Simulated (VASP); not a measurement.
# Ga2O3 (Pbcn) in VASP: electric field gradients with PBE

Aim: the electric field gradients of Ga2O3 with PBE.

Program: VASP 6.6.1. These are calculated values, not measurements. Logs are shortened: lines on timing, memory, paths and dates and some standing lists are left out, and cuts for length are marked.

### Step 1. The cell of the first run

Symmetry: Pbcn, No. 60, orthorhombic system. Conventional cell: a = 6.942 Å, b = 4.732 Å, c = 4.855 Å, α = 90.00°, β = 90.00°, γ = 90.00°. Ga (site symmetry 1) has 6 O at 1.84 to 2.02 Å within 2.4 Å. O (site symmetry 1) has 8 Ga at 1.85 to 3.29 Å and 13 O at 2.46 to 3.09 Å within 3.3 Å. O (site symmetry 2) has 4 Ga at 1.84 to 1.94 Å and 8 O at 2.46 to 2.57 Å within 2.6 Å.

### Step 2. Electric field gradients, PBE

File INCAR:

```
  ALGO = Normal
  EDIFF = 1E-8
  ENCUT = 520
  GGA = PE
  ISIF = 2
  ISMEAR = -1
  LASPH = True
  LCHARG = False
  LEFG = True
  LREAL = Auto
  LWAVE = False
  NBANDS = 104
  NELM = 60
  PREC = Accurate
  SIGMA = 0.02
```

File KPOINTS:

```
k-points
0
Gamma
  3 5 5
```

File POSCAR:

```
Ga2O3
1.0
    6.9420000000      0.0000000000      0.0000000000
    0.0000000000      4.7320000000      0.0000000000
    0.0000000000      0.0000000000      4.8550000000
Ga O
8 12
Direct
    0.1172431422      0.7540731967      0.0347316265
    0.6172431422      0.7459268033      0.9652683735
    0.8827568578      0.7540731967      0.4652683735
    0.3827568578      0.7459268033      0.5347316265
    0.8827568578      0.2459268033      0.9652683735
    0.3827568578      0.2540731967      0.0347316265
    0.1172431422      0.2459268033      0.5347316265
    0.6172431422      0.2540731967      0.4652683735
    0.8472982105      0.6081997762      0.1033779228
    0.3472982105      0.8918002238      0.8966220772
    0.1527017895      0.6081997762      0.3966220772
    0.6527017895      0.8918002238      0.6033779228
    0.1527017895      0.3918002238      0.8966220772
    0.6527017895      0.1081997762      0.1033779228
    0.8472982105      0.3918002238      0.6033779228
    0.3472982105      0.1081997762      0.3966220772
    0.0000000000      0.0537551376      0.2500000000
    0.5000000000      0.4462448624      0.7500000000
    0.0000000000      0.9462448624      0.7500000000
    0.5000000000      0.5537551376      0.2500000000
```

Potentials or basis: VASP PAW PBE potentials, release 64 (Ga_d, O).

Launch:

```
$ cat potpaw_PBE.64/Ga_d/POTCAR potpaw_PBE.64/O/POTCAR > POTCAR
$ mpirun -np 1 vasp_std > vasp.out
```

OUTCAR:

```text
EDIFF = 1E-8
   ENCUT = 520
   GGA = PE
   ISIF = 2
   ISMEAR = -1
   LASPH = True
   LREAL = Auto
   NELM = 60
   PREC = Accurate

 ion  position               nearest neighbor table
   1  0.117  0.754  0.035-  19 1.84  10 1.85  13 1.86  11 1.90  17 1.94   9 2.02   3 2.65   5 2.86

   2  0.617  0.746  0.965-  20 1.84   9 1.85  14 1.86  12 1.90  18 1.94  10 2.02   4 2.65   6 2.86

   3  0.883  0.754  0.465-  19 1.84  12 1.85  15 1.86   9 1.90  17 1.94  11 2.02   1 2.65   7 2.86
[... 11 lines left out ...]
   9  0.847  0.608  0.103-   2 1.85   5 1.86   3 1.90   1 2.02
  10  0.347  0.892  0.897-   1 1.85   6 1.86   4 1.90   2 2.02
  11  0.153  0.608  0.397-   4 1.85   7 1.86   1 1.90   3 2.02
  12  0.653  0.892  0.603-   3 1.85   8 1.86   2 1.90   4 2.02
  13  0.153  0.392  0.897-   6 1.85   1 1.86   7 1.90   5 2.02
  14  0.653  0.108  0.103-   5 1.85   2 1.86   8 1.90   6 2.02
  15  0.847  0.392  0.603-   8 1.85   3 1.86   5 1.90   7 2.02
  16  0.347  0.108  0.397-   7 1.85   4 1.86   6 1.90   8 2.02
  17  0.000  0.054  0.250-   5 1.84   7 1.84   1 1.94   3 1.94
  18  0.500  0.446  0.750-   6 1.84   8 1.84   2 1.94   4 1.94
  19  0.000  0.946  0.750-   1 1.84   3 1.84   5 1.94   7 1.94
  20  0.500  0.554  0.250-   2 1.84   4 1.84   6 1.94   8 1.94

  LATTYP: Found a simple orthorhombic cell.
 ALAT       =     4.7320000000
 B/A-ratio  =     1.0259932375
 C/A-ratio  =     1.4670329670

  Lattice vectors:

 A1 = (   0.0000000000,   4.7320000000,   0.0000000000)
 A2 = (   0.0000000000,   0.0000000000,   4.8550000000)
 A3 = (   6.9420000000,   0.0000000000,   0.0000000000)

Analysis of symmetry for initial positions (statically):
=====================================================================
 Subroutine PRICEL returns:
 Original cell was already a primitive cell.

 Routine SETGRP: Setting up the symmetry group for a
 simple orthorhombic supercell.

 Subroutine GETGRP returns: Found  8 space group operations
 (whereof  2 operations were pure point group operations)
 out of a pool of  8 trial point group operations.

The static configuration has the point symmetry S_2 .
 The point group associated with its full space group is D_2h.

Analysis of symmetry for dynamics (positions and initial velocities):
=====================================================================
 Subroutine PRICEL returns:
 Original cell was already a primitive cell.

 Routine SETGRP: Setting up the symmetry group for a
 simple orthorhombic supercell.

 Subroutine GETGRP returns: Found  8 space group operations
 (whereof  2 operations were pure point group operations)
 out of a pool of  8 trial point group operations.

The dynamic configuration has the point symmetry S_2 .
 The point group associated with its full space group is D_2h.

 Subroutine INISYM returns: Found  8 space group operations
 (whereof  2 operations are pure point group operations),
 and found     1 'primitive' translations

----------------------------------------------------------------------------------------

                                     Primitive cell

  volume of cell :     159.4845

  direct lattice vectors                    reciprocal lattice vectors
     6.942000000  0.000000000  0.000000000     0.144050706  0.000000000  0.000000000
     0.000000000  4.732000000  0.000000000     0.000000000  0.211327134  0.000000000
     0.000000000  0.000000000  4.855000000     0.000000000  0.000000000  0.205973223

  length of vectors
     6.942000000  4.732000000  4.855000000     0.144050706  0.211327134  0.205973223

  position of ions in fractional coordinates (direct lattice)
     0.117243142  0.754073197  0.034731626
     0.617243142  0.745926803  0.965268374
     0.882756858  0.754073197  0.465268374
     0.382756858  0.745926803  0.534731626
     0.882756858  0.245926803  0.965268374
     0.382756858  0.254073197  0.034731626
[... 12 lines left out ...]
     0.000000000  0.946244862  0.750000000
     0.500000000  0.553755138  0.250000000

  ion indices of the primitive-cell ions
   primitive index   ion index
                 1           1
                 2           2
                 3           3
                 4           4
                 5           5
                 6           6
[... 12 lines left out ...]
                19          19
                20          20

[... 48 lines left out ...]
   total plane-waves  NPLWV =  69984
   dimension x,y,z NGX =    54 NGY =   36 NGZ =   36
   dimension x,y,z NGXF=   108 NGYF=   72 NGZF=   72
   ions per type =               8  12
   NGX,Y,Z   is equivalent  to a cutoff of  12.93, 12.65, 12.33 a.u.
   NGXF,Y,Z  is equivalent  to a cutoff of  25.86, 25.30, 24.65 a.u.
 SYSTEM =  unknown system
   PREC   = accura    normal or accurate (medium, high low for compatibility)
   ISTART =      0    job   : 0-new  1-cont  2-samecut
   ICHARG =      2    charge: 1-file 2-atom 10-const
   ISPIN  =      1    spin polarized calculation?
   LNONCOLLINEAR =      F non collinear calculations
   LSORBIT =      F    spin-orbit coupling
   LASPH  =      T    aspherical Exc in radial PAW
   ENCUT  =  520.0 eV  38.22 Ry    6.18 a.u.  12.91  8.80  9.03*2*pi/ulx,y,z
   NELM   =     60;   NELMIN=  2; NELMDL= -5     # of ELM steps
   EDIFF  = 0.1E-07   stopping-criterion for ELM
   LREAL  =      T    real-space projection
   EDIFFG = 0.1E-06   stopping-criterion for IOM
   NSW    =      0    number of steps for IOM
   IBRION =     -1    ionic relax: 0-MD 1-quasi-New 2-CG
   NFREE  =      0    steps in history (QN), initial steepest desc. (CG)
   ISIF   =      2    stress and relaxation
   ISYM   =      2    0-nonsym 1-usesym 2-fastsym
   POTIM  = 0.5000    time-step for ionic-motion
   TEBEG  =    0.0;   TEEND  =   0.0 temperature during run
   PSTRESS=    0.0 pullay stress
   NELECT =     176.0000    total number of electrons
   NUPDOWN=      -1.0000    fix difference up-down
   EMIN   =  10.00;   EMAX   =-10.00  energy-range for DOS
   EFERMI =   0.00;   METHOD = LEGACY
   ISMEAR =    -1;   SIGMA  =   0.02  broadening in eV -4-tet -1-fermi 0-gaus
   EFERMI_NEDOS =   21; number of points for ismear=-14 and -15
   IALGO  =     38    algorithm
   IMIX   =      4    mixing-type and parameters
     AMIX     =   0.40;   BMIX     =  1.00
     AMIX_MAG =   1.60;   BMIX_MAG =  1.00
  volume/ion in A,a.u.               =       7.97        53.81
  Fermi-wavevector in a.u.,A,eV,Ry     =   1.691763  3.196969 38.940719  2.862062
  Thomas-Fermi vector in A             =   2.773471
   LORBIT       =      0    0 simple, 1 ext, 2 COOP (PROOUT), +10 PAW based schemes
   GGA     = PE    functional components
   LHFCALC =     F    Hartree Fock is set to
   AEXX    =    0.0000 exact exchange contribution
   IVDW    =     0    specifies the selected vdW correction
   LEPSILON=     F    determine dielectric tensor
   LRPA    =     F    only Hartree local field effects (RPA)
 non-spin polarized calculation
  energy-cutoff  :      520.00
  volume of cell :      159.48
 maximum number of plane-waves:      4318
 NGX is ok and might be reduce to    54
   NGX = 25   NGY = 17   NGZ = 19

 number of electron     175.9999950 magnetization

 Free energy of the ion-electron system (eV)
  ---------------------------------------------------
  ext. energy  EPLUGINS =         0.00000000
  ---------------------------------------------------
  free energy    TOTEN  =      -111.21595029 eV

  energy without entropy =     -111.21595029  energy(sigma->0) =     -111.21595029

 E-fermi :   7.5093     XC(G=0): -13.4104

 val. band max:        6.9836964322   @ k =   0.3333   0.0000   0.2000
 cond. band min:      11.3085708100   @ k =   0.0000   0.0000   0.0000
 fundamental gap:      4.3248743778
 Fermi energy:         7.5093102941

 k-point     1 :       0.0000    0.0000    0.0000
  band No.  band energies     occupation
      1     -13.6651      2.00000
      2     -12.3872      2.00000
      3     -11.6356      2.00000
      4     -11.2907      2.00000
      5     -11.1420      2.00000
      6     -11.1030      2.00000
[... 1843 lines left out ...]
     99      17.0228      0.00000
    100      17.0604      0.00000
 [bands above 100 left out]

------------------------ aborting loop because EDIFF is reached ----------------------------------------

  FORCE on cell =-STRESS in cart. coord.  units (eV):
  Direction    XX          YY          ZZ          XY          YZ          ZX
  --------------------------------------------------------------------------------------
  -------------------------------------------------------------------------------------
  Total       65.6506421     67.0060955     66.7965303      0.0000000     -0.0000000      0.0000000
  in kB      659.5245727    673.1414201    671.0361342      0.0000000     -0.0000000      0.0000000
  external PRESSURE =     667.9007090 kB  Pullay stress =       0.0000000 kB

 VOLUME and BASIS-vectors are now :
 -----------------------------------------------------------------------------
  energy-cutoff  :      520.00
  volume of cell :      159.48
      direct lattice vectors                 reciprocal lattice vectors
     6.942000000  0.000000000  0.000000000     0.144050706  0.000000000  0.000000000
     0.000000000  4.732000000  0.000000000     0.000000000  0.211327134  0.000000000
     0.000000000  0.000000000  4.855000000     0.000000000  0.000000000  0.205973223

 POSITION                                       TOTAL-FORCE (eV/Angst)
 -----------------------------------------------------------------------------------
      0.81390      3.56827      0.16862         0.047805     -0.016932     -0.016664
      4.28490      3.52973      4.68638         0.047805      0.016932      0.016664
      6.12810      3.56827      2.25888        -0.047805     -0.016932      0.016664
      2.65710      3.52973      2.59612        -0.047805      0.016932     -0.016664
      6.12810      1.16373      4.68638        -0.047805      0.016932      0.016664
      2.65710      1.20227      0.16862        -0.047805     -0.016932     -0.016664
[... 12 lines left out ...]
      0.00000      4.47763      3.64125         0.000000     -0.037320     -0.000000
      3.47100      2.62037      1.21375        -0.000000      0.037320     -0.000000
 -----------------------------------------------------------------------------------
    total drift:                               -0.000000      0.000000      0.000000

  FREE ENERGIE OF THE ION-ELECTRON SYSTEM (eV)
  ---------------------------------------------------
  free  energy   TOTEN  =      -111.2159502921 eV

  energy  without entropy=     -111.2159502921  energy(sigma->0) =     -111.21595029

 Electric field gradients (V/A^2)
---------------------------------------------------------------------
 ion       V_xx      V_yy      V_zz      V_xy      V_xz      V_yz
---------------------------------------------------------------------
   1      19.286    -9.867    -9.419    20.017    11.422    22.372
   2      19.286    -9.867    -9.419   -20.017   -11.422    22.372
   3      19.286    -9.867    -9.419   -20.017    11.422   -22.372
   4      19.286    -9.867    -9.419    20.017   -11.422   -22.372
   5      19.286    -9.867    -9.419    20.017    11.422    22.372
   6      19.286    -9.867    -9.419   -20.017   -11.422    22.372
[... 12 lines left out ...]
  19     -23.568    13.957     9.611    -0.000     3.844     0.000
  20     -23.568    13.957     9.611    -0.000    -3.844     0.000
---------------------------------------------------------------------

 Electric field gradients after diagonalization (V/A^2)
 (convention: |V_zz| > |V_xx| > |V_yy|)
----------------------------------------------------------------------
 ion       V_xx      V_yy      V_zz     asymmetry (V_yy - V_xx)/ V_zz
----------------------------------------------------------------------
   1     -32.940    -5.820    38.760       0.700
   2     -32.940    -5.820    38.760       0.700
   3     -32.940    -5.820    38.760       0.700
   4     -32.940    -5.820    38.760       0.700
   5     -32.940    -5.820    38.760       0.700
   6     -32.940    -5.820    38.760       0.700
[... 12 lines left out ...]
  19      13.957    10.051   -24.008       0.163
  20      13.957    10.051   -24.008       0.163
----------------------------------------------------------------------

           NMR quadrupolar parameters

 Cq : quadrupolar parameter    Cq=e*Q*V_zz/h
 eta: asymmetry parameters     (V_yy - V_xx)/ V_zz
 Q  : nuclear electric quadrupole moment in mb (millibarn)
----------------------------------------------------------------------
 ion       Cq(MHz)       eta       Q (mb)
----------------------------------------------------------------------
   1       0.094       0.700       1.000
   2       0.094       0.700       1.000
   3       0.094       0.700       1.000
   4       0.094       0.700       1.000
   5       0.094       0.700       1.000
   6       0.094       0.700       1.000
[... 12 lines left out ...]
  19      -0.058       0.163       1.000
  20      -0.058       0.163       1.000
----------------------------------------------------------------------
```

It took 20 min on 1 thread of AMD EPYC 7R13, shared host; peak memory 0.33 GiB.

What came out:

| Quantity | Value |
| --- | --- |
| Free energy | -111.2160 eV |
| Pressure | 66.8 GPa |
| Largest force | 0.053 eV/Å |
| Band gap on the k mesh | 4.32 eV (least direct gap 4.47 eV) |
| Largest electric field gradient by atom | Ga +38.8; O -50.1, -24.0 (each value once) V/Å² |

Forces on the atoms (eV/Å):
```
Ga   0.048 -0.017 -0.017
Ga   0.048  0.017  0.017
Ga  -0.048 -0.017  0.017
Ga  -0.048  0.017 -0.017
Ga  -0.048  0.017  0.017
Ga  -0.048 -0.017 -0.017
Ga   0.048  0.017 -0.017
Ga   0.048 -0.017  0.017
O   -0.017 -0.007 -0.006
O   -0.017  0.007  0.006
O    0.017 -0.007  0.006
O    0.017  0.007 -0.006
O    0.017  0.007  0.006
O    0.017 -0.007 -0.006
O   -0.017  0.007 -0.006
O   -0.017 -0.007  0.006
O    0.000  0.037  0.000
O    0.000 -0.037  0.000
O    0.000 -0.037  0.000
O    0.000  0.037  0.000
```

Stress tensor (GPa, compression positive):
```
65.95  0.00  0.00
 0.00 67.31  0.00
 0.00  0.00 67.10
```

Levels at points of the mesh, in eV from the valence-band top:
| k point | band 85 | band 86 | band 87 | band 88 | band 89 | band 90 | band 91 | band 92 |
| --- | --- | --- | --- | --- | --- | --- | --- | --- |
| (0.00, 0.00, 0.00) | -0.22 | -0.21 | -0.17 | -0.15 | 4.32 | 7.59 | 7.79 | 8.20 |

Electric field gradients, principal values (V/Å²):
```tsv
atom	least	middle	greatest (by size)
1 Ga	-5.820	-32.940	38.760
2 Ga	-5.820	-32.940	38.760
3 Ga	-5.820	-32.940	38.760
4 Ga	-5.820	-32.940	38.760
5 Ga	-5.820	-32.940	38.760
6 Ga	-5.820	-32.940	38.760
7 Ga	-5.820	-32.940	38.760
8 Ga	-5.820	-32.940	38.760
9 O	18.914	31.207	-50.121
10 O	18.914	31.207	-50.121
11 O	18.914	31.207	-50.121
12 O	18.914	31.207	-50.121
13 O	18.914	31.207	-50.121
14 O	18.914	31.207	-50.121
15 O	18.914	31.207	-50.121
16 O	18.914	31.207	-50.121
17 O	10.051	13.957	-24.008
18 O	10.051	13.957	-24.008
19 O	10.051	13.957	-24.008
20 O	10.051	13.957	-24.008
```

Caveat: the cell stands under pressure; without QUAD_EFG the Cq values of the log hold for a quadrupole moment of 1 mb, not for the nuclei; an odd mesh through Γ misses points on the zone boundary, where band edges can lie.
